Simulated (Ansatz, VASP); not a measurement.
## Ca: VASP beside Ansatz

```
Ca
1.0
     3.65948    0.00000    0.00000
     0.00000    3.65948    0.00000
     0.00000    0.00000    3.65948
Ca
1
Cartesian
  0.0000 0.0000 0.0000
```

Alike in both runs: task single point; functional RPBE; k mesh 10 × 10 × 10; occupations fermi-dirac, width 0.1 eV; no spin polarisation.

|  | VASP | Ansatz |
| --- | --- | --- |
| version | VASP 6.6.1 | Ansatz 0.2.0 |
| potentials or method | VASP PAW PBE potentials, release 64 (Ca_sv), cutoff 520 eV | plane waves (420 eV) with PAW, scalar-relativistic |
| valence electrons in the cell | 10 | 10 |

```csv
,VASP,Ansatz,Ansatz less VASP
pressure (GPa),-0.4,-0.4,0.00
```

VASP's potentials were made for PBE, not for RPBE. With one functional, cell and mesh, what is left measures potentials, basis and numerics.
